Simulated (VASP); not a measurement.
# ZrB (I4/mmm) in VASP: a series of runs

Runs on ZrB. Level: PBE. Tasks: single point.

Program: VASP 6.6.1. These are calculated values, not measurements. Logs are shortened: lines on timing, memory, paths and dates and some standing lists are left out, and cuts for length are marked.

### 1 The cell of the first run

It takes space group I4/mmm (No. 139, tetragonal). The conventional cell has a = 3.416 Å, b = 3.416 Å, c = 5.198 Å, α = 90.00°, β = 90.00°, γ = 90.00°. Within 3.2 Å of Zr (site symmetry 4/mmm) lie 6 B at 2.42 to 2.60 Å. Within 3.2 Å of B (site symmetry 4/mmm) lie 6 Zr at 2.42 to 2.60 Å.

### 2 Single point, PBE (uniaxial strain along c: +6.0 %)

Input file INCAR:

```
SYSTEM = ZrB
  PREC = Accurate
  ENCUT = 520
  EDIFF = 1E-7
  ISMEAR = 0
  SIGMA = 0.1
  LREAL = .False.
  LASPH = .True.
  NELM = 60
  ALGO = Normal
  ISIF = 2
  LWAVE = .False.
  LCHARG = .False.
  GGA = PE
  NBANDS = 23
```

Input file KPOINTS:

```
Automatic mesh
0
Gamma
  12 12 10
  0 0 0
```

Input file POSCAR:

```
ZrB
1.0
    2.4152697688      2.4152697688      0.0000000000
   -2.4152697688      2.4152697688      0.0000000000
    0.0000000000      0.0000000000      5.1983471167
Zr B
2 2
Direct
    0.0000000000      0.0000000000      0.0000000000
    0.5000000000      0.5000000000      0.5000000000
    0.5000000000      0.5000000000      0.0000000000
    0.0000000000      0.0000000000      0.5000000000
```

Potentials or basis: VASP PAW PBE potentials, release 64 (Zr_sv, B).

On the command line:

```
cat potpaw_PBE.64/Zr_sv/POTCAR potpaw_PBE.64/B/POTCAR > POTCAR
mpirun -np 1 vasp_std > vasp.out
```

OUTCAR:

```text
SYSTEM = ZrB
   PREC = Accurate
   ENCUT = 520
   EDIFF = 1E-7
   ISMEAR = 0
   LREAL = .False.
   LASPH = .True.
   NELM = 60
   ISIF = 2
   GGA = PE

 ion  position               nearest neighbor table
   1  0.000  0.000  0.000-   3 2.42   3 2.42   3 2.42   3 2.42   4 2.60   4 2.60   2 3.55   2 3.55
                             2 3.55   2 3.55   2 3.55   2 3.55   2 3.55   2 3.55
   2  0.500  0.500  0.500-   4 2.42   4 2.42   4 2.42   4 2.42   3 2.60   3 2.60   1 3.55   1 3.55
                             1 3.55   1 3.55   1 3.55   1 3.55   1 3.55   1 3.55
   3  0.500  0.500  0.000-   1 2.42   1 2.42   1 2.42   1 2.42   2 2.60   2 2.60
   4  0.000  0.000  0.500-   2 2.42   2 2.42   2 2.42   2 2.42   1 2.60   1 2.60

  LATTYP: Found a simple tetragonal cell.
 ALAT       =     3.4157072638
 C/A-ratio  =     1.5218947981

  Lattice vectors:

 A1 = (   2.4152697688,   2.4152697688,   0.0000000000)
 A2 = (  -2.4152697688,   2.4152697688,   0.0000000000)
 A3 = (   0.0000000000,   0.0000000000,   5.1983471167)

Analysis of symmetry for initial positions (statically):
=====================================================================
 Subroutine PRICEL returns following result:

  LATTYP: Found a body centered tetragonal cell.
 ALAT       =     3.4157072638
 C/A-ratio  =     1.5218947981

  Lattice vectors:

 A1 = (   2.4152697688,   0.0000000000,  -2.5991735583)
 A2 = (  -2.4152697688,   0.0000000000,  -2.5991735583)
 A3 = (   0.0000000000,   2.4152697688,   2.5991735583)

   2 primitive cells build up your supercell.

 Routine SETGRP: Setting up the symmetry group for a
 simple tetragonal supercell.

 Subroutine GETGRP returns: Found 16 space group operations
 (whereof 16 operations were pure point group operations)
 out of a pool of 16 trial point group operations.

The static configuration has the point symmetry D_4h.

Analysis of symmetry for dynamics (positions and initial velocities):
=====================================================================
 Subroutine PRICEL returns following result:

  LATTYP: Found a body centered tetragonal cell.
 ALAT       =     3.4157072638
 C/A-ratio  =     1.5218947981

  Lattice vectors:

 A1 = (   2.4152697688,   0.0000000000,  -2.5991735583)
 A2 = (  -2.4152697688,   0.0000000000,  -2.5991735583)
 A3 = (   0.0000000000,   2.4152697688,   2.5991735583)

   2 primitive cells build up your supercell.

 Routine SETGRP: Setting up the symmetry group for a
 simple tetragonal supercell.

 Subroutine GETGRP returns: Found 16 space group operations
 (whereof 16 operations were pure point group operations)
 out of a pool of 16 trial point group operations.

The dynamic configuration has the point symmetry D_4h.

 Subroutine INISYM returns: Found 16 space group operations
 (whereof 16 operations are pure point group operations),
 and found     2 'primitive' translations

----------------------------------------------------------------------------------------

                                     Primitive cell

  volume of cell :      30.3247

  direct lattice vectors                    reciprocal lattice vectors
     2.415269769  0.000000000 -2.599173558     0.207016213  0.207016213 -0.192368839
    -2.415269769  0.000000000 -2.599173558    -0.207016213  0.207016213 -0.192368839
     0.000000000  2.415269769  2.599173558     0.000000000  0.414032425  0.000000000

  length of vectors
     3.548130669  3.548130669  3.548130669     0.350310141  0.350310141  0.414032425

  position of ions in fractional coordinates (direct lattice)
     0.000000000  0.000000000  0.000000000
     0.500000000  0.500000000  0.000000000

  ion indices of the primitive-cell ions
   primitive index   ion index
                 1           1
                 2           4

----------------------------------------------------------------------------------------

 KPOINTS: Automatic mesh

Automatic generation of k-mesh.
 Grid dimensions read from file:
 generate k-points for:   12   12   10

 Generating k-lattice:

  Cartesian coordinates                     Fractional coordinates (reciprocal lattice)
     0.017251351  0.017251351  0.000000000     0.083333333  0.000000000  0.000000000
    -0.017251351  0.017251351  0.000000000     0.000000000  0.083333333  0.000000000
     0.000000000  0.000000000  0.019236884     0.000000000  0.000000000  0.100000000

  Length of vectors
     0.024397095  0.024397095  0.019236884

  Shift w.r.t. Gamma in fractional coordinates (k-lattice)
     0.000000000  0.000000000  0.000000000

 Subroutine IBZKPT returns following result:
 ===========================================

 Found    168 irreducible k-points:

 Following reciprocal coordinates:
            Coordinates               Weight
  0.000000  0.000000  0.000000      1.000000
  0.083333  0.000000  0.000000      4.000000
  0.166667  0.000000  0.000000      4.000000
  0.250000  0.000000  0.000000      4.000000
  0.333333  0.000000  0.000000      4.000000
  0.416667  0.000000  0.000000      4.000000
[... 16 lines left out ...]
  0.333333  0.333333  0.000000      4.000000
  0.416667  0.333333  0.000000      8.000000
 [... further k-points ...]
   k-points           NKPTS =    168   k-points in BZ     NKDIM =    168   number of bands    NBANDS=     23
   number of dos      NEDOS =    301   number of ions     NIONS =      4
   total plane-waves  NPLWV =  31360
   dimension x,y,z NGX =    28 NGY =   28 NGZ =   40
   dimension x,y,z NGXF=    56 NGYF=   56 NGZF=   80
   ions per type =               2   2
   NGX,Y,Z   is equivalent  to a cutoff of  13.63, 13.63, 12.79 a.u.
   NGXF,Y,Z  is equivalent  to a cutoff of  27.26, 27.26, 25.58 a.u.
 SYSTEM =  ZrB
   PREC   = accura    normal or accurate (medium, high low for compatibility)
   ISTART =      0    job   : 0-new  1-cont  2-samecut
   ICHARG =      2    charge: 1-file 2-atom 10-const
   ISPIN  =      1    spin polarized calculation?
   LNONCOLLINEAR =      F non collinear calculations
   LSORBIT =      F    spin-orbit coupling
   LASPH  =      T    aspherical Exc in radial PAW
   ENCUT  =  520.0 eV  38.22 Ry    6.18 a.u.   6.35  6.35  9.67*2*pi/ulx,y,z
   NELM   =     60;   NELMIN=  2; NELMDL= -5     # of ELM steps
   EDIFF  = 0.1E-06   stopping-criterion for ELM
   LREAL  =      F    real-space projection
   EDIFFG = 0.1E-05   stopping-criterion for IOM
   NSW    =      0    number of steps for IOM
   IBRION =     -1    ionic relax: 0-MD 1-quasi-New 2-CG
   NFREE  =      0    steps in history (QN), initial steepest desc. (CG)
   ISIF   =      2    stress and relaxation
   ISYM   =      2    0-nonsym 1-usesym 2-fastsym
   POTIM  = 0.5000    time-step for ionic-motion
   TEBEG  =    0.0;   TEEND  =   0.0 temperature during run
   PSTRESS=    0.0 pullay stress
   NELECT =      30.0000    total number of electrons
   NUPDOWN=      -1.0000    fix difference up-down
   EMIN   =  10.00;   EMAX   =-10.00  energy-range for DOS
   EFERMI =   0.00;   METHOD = LEGACY
   ISMEAR =     0;   SIGMA  =   0.10  broadening in eV -4-tet -1-fermi 0-gaus
   EFERMI_NEDOS =   21; number of points for ismear=-14 and -15
   IALGO  =     38    algorithm
   IMIX   =      4    mixing-type and parameters
     AMIX     =   0.40;   BMIX     =  1.00
     AMIX_MAG =   1.60;   BMIX_MAG =  1.00
  volume/ion in A,a.u.               =      15.16       102.32
  Fermi-wavevector in a.u.,A,eV,Ry     =   1.294712  2.446650 22.807151  1.676278
  Thomas-Fermi vector in A             =   2.426277
   LORBIT       =      0    0 simple, 1 ext, 2 COOP (PROOUT), +10 PAW based schemes
   GGA     = PE    functional components
   LHFCALC =     F    Hartree Fock is set to
   AEXX    =    0.0000 exact exchange contribution
   IVDW    =     0    specifies the selected vdW correction
   LEPSILON=     F    determine dielectric tensor
   LRPA    =     F    only Hartree local field effects (RPA)
 non-spin polarized calculation
 Gauss-broadening in eV      SIGMA  =   0.10
  energy-cutoff  :      520.00
  volume of cell :       60.65
 maximum number of plane-waves:      1654
 NGX is ok and might be reduce to    28
   NGX = 13   NGY = 13   NGZ = 19

 number of electron      30.0000001 magnetization

 Free energy of the ion-electron system (eV)
  ---------------------------------------------------
  ext. energy  EPLUGINS =         0.00000000
  ---------------------------------------------------
  free energy    TOTEN  =       -31.82197210 eV

  energy without entropy =      -31.81179414  energy(sigma->0) =      -31.81688312

 E-fermi :   7.1874     XC(G=0): -11.3391

 val. band max:        7.1710430946   @ k =   0.0833   0.0000   0.5000
 cond. band min:       7.1895402066   @ k =   0.4167   0.1667   0.1000
 fundamental gap:      0.0184971119
 Fermi energy:         7.1873852521

 k-point     1 :       0.0000    0.0000    0.0000
  band No.  band energies     occupation
      1     -40.4095      2.00000
      2     -40.3530      2.00000
      3     -18.6922      2.00000
      4     -18.3651      2.00000
      5     -18.3651      2.00000
      6     -18.2789      2.00000
[... 15 lines left out ...]
     22      10.6592      0.00000
     23      11.5580      0.00000

 k-point     2 :       0.0833    0.0000    0.0000
  band No.  band energies     occupation
      1     -40.4070      2.00000
      2     -40.3525      2.00000
      3     -18.6832      2.00000
      4     -18.3855      2.00000
      5     -18.3600      2.00000
      6     -18.2838      2.00000
[... 15 lines left out ...]
     22      12.0199      0.00000
     23      12.2390      0.00000

 k-point     3 :       0.1667    0.0000    0.0000
  band No.  band energies     occupation
      1     -40.3999      2.00000
      2     -40.3510      2.00000
      3     -18.6572      2.00000
      4     -18.4402      2.00000
      5     -18.3454      2.00000
      6     -18.3262      2.00000
[... 15 lines left out ...]
     22      12.4492      0.00000
     23      12.9230      0.00000
[... 495 lines left out ...]
 k-point    23 :       0.3333    0.3333    0.0000
  band No.  band energies     occupation
      1     -40.3535      2.00000
      2     -40.3393      2.00000
      3     -18.6065      2.00000
      4     -18.5791      2.00000
      5     -18.4912      2.00000
      6     -18.4484      2.00000
[... 15 lines left out ...]
     22      12.9964      0.00000
     23      13.1550      0.00000

 k-point    24 :       0.4167    0.3333    0.0000
  band No.  band energies     occupation
      1     -40.3458      2.00000
      2     -40.3384      2.00000
      3     -18.6394      2.00000
      4     -18.6254      2.00000
      5     -18.4603      2.00000
      6     -18.4488      2.00000
[... 15 lines left out ...]
     22      12.9070      0.00000
     23      12.9459      0.00000

 [... further k-points ...]
[... 5 lines left out ...]
  --------------------------------------------------------------------------------------
  -------------------------------------------------------------------------------------
  Total        1.2918352      1.2918352     -5.7620453      0.0000000      0.0000000     -0.0000000
  in kB       34.1264509     34.1264509   -152.2161338      0.0000000      0.0000000     -0.0000000
  external PRESSURE =     -27.9877440 kB  Pullay stress =       0.0000000 kB

 VOLUME and BASIS-vectors are now :
 -----------------------------------------------------------------------------
  energy-cutoff  :      520.00
  volume of cell :       60.65
      direct lattice vectors                 reciprocal lattice vectors
     2.415269769  2.415269769  0.000000000     0.207016213  0.207016213  0.000000000
    -2.415269769  2.415269769  0.000000000    -0.207016213  0.207016213  0.000000000
     0.000000000  0.000000000  5.198347117     0.000000000  0.000000000  0.192368839

 POSITION                                       TOTAL-FORCE (eV/Angst)
 -----------------------------------------------------------------------------------
      0.00000      0.00000      0.00000         0.000000     -0.000000      0.000000
      0.00000      2.41527      2.59917        -0.000000      0.000000     -0.000000
      0.00000      2.41527      0.00000         0.000000     -0.000000      0.000000
      0.00000      0.00000      2.59917         0.000000     -0.000000      0.000000
 -----------------------------------------------------------------------------------
    total drift:                               -0.000000      0.000000      0.000000

  FREE ENERGIE OF THE ION-ELECTRON SYSTEM (eV)
  ---------------------------------------------------
  free  energy   TOTEN  =       -31.8219721035 eV

  energy  without entropy=      -31.8117941380  energy(sigma->0) =      -31.81688312
```

It took 97 s on 1 thread of Intel Xeon Platinum 8559C (Emerald Rapids), shared host; peak memory 0.32 GiB.

What came out:

* Free energy: -31.8220 eV
* Pressure: -2.8 GPa
* Band gap on the k mesh: zero (band 15 reaches 9.15 eV, above the bottom of band 16 at 6.12 eV)

Stress tensor (GPa, compression positive):
```
  3.41   0.00   0.00
  0.00   3.41   0.00
  0.00   0.00 -15.22
```

Caveat: the cell differs from its parent crystal (uniaxial strain along c: +6.0 %).

### 3 Single point, PBE (strain along c alone, the other axes held: -4.0 %)

Input file INCAR:

```
SYSTEM = ZrB
PREC = Accurate
ENCUT = 520
EDIFF = 1E-6
ISMEAR = 0
SIGMA = 0.1
LREAL = .FALSE.
LASPH = .TRUE.
NELM = 100
ALGO = Normal
ISIF = 2
LWAVE = .FALSE.
LCHARG = .FALSE.
GGA = PE
NBANDS = 23
```

Input file KPOINTS:

```
Automatic mesh
0
G
  12 12 10
  0 0 0
```

Input file POSCAR:

```
ZrB
1.0
    2.4520505267      2.4520505267      0.0000000000
   -2.4520505267      2.4520505267      0.0000000000
    0.0000000000      0.0000000000      4.7079370114
Zr B
2 2
Direct
    0.0000000000      0.0000000000      0.0000000000
    0.5000000000      0.5000000000      0.5000000000
    0.5000000000      0.5000000000      0.0000000000
    0.0000000000      0.0000000000      0.5000000000
```

Potentials or basis: VASP PAW PBE potentials, release 64 (Zr_sv, B).

On the command line:

```
cat potpaw_PBE.64/Zr_sv/POTCAR potpaw_PBE.64/B/POTCAR > POTCAR
mpirun -np 1 vasp_std > vasp.out
```

Wall time 2.8 min (1 thread of Intel Xeon 8259CL, shared host); peak memory 0.31 GiB.

The run converged. Its results:

- Free energy: -31.8892 eV
- Pressure: 7.7 GPa
- Band gap on the k mesh: zero (band 15 reaches 10.01 eV, above the bottom of band 16 at 6.66 eV)

Stress tensor (GPa, compression positive):
```
 2.78  0.00  0.00
 0.00  2.78  0.00
 0.00  0.00 17.54
```

Levels at points of the mesh, in eV from the Fermi level:
| k point | band 13 | band 14 | band 15 | band 16 | band 17 | band 18 |
| --- | --- | --- | --- | --- | --- | --- |
| (0.00, 0.00, 0.00) | 1.68 | 1.68 | 1.99 | 1.99 | 2.08 | 3.09 |
| (0.50, 0.00, 0.00) | -0.74 | -0.74 | -0.65 | -0.65 | 3.59 | 3.59 |
| (0.50, 0.50, 0.00) | -0.82 | -0.82 | 2.19 | 2.19 | 2.36 | 2.36 |
| (0.00, 0.00, 0.50) | 0.31 | 0.31 | 1.10 | 1.10 | 1.10 | 1.10 |
| (0.50, 0.00, 0.50) | -1.27 | -1.27 | -1.17 | -1.17 | 4.93 | 4.93 |
| (0.50, 0.50, 0.50) | -1.20 | -1.20 | -1.03 | -1.03 | 5.02 | 5.02 |

Caveat: the cell differs from its parent crystal (strain along c alone, the other axes held: -4.0 %).
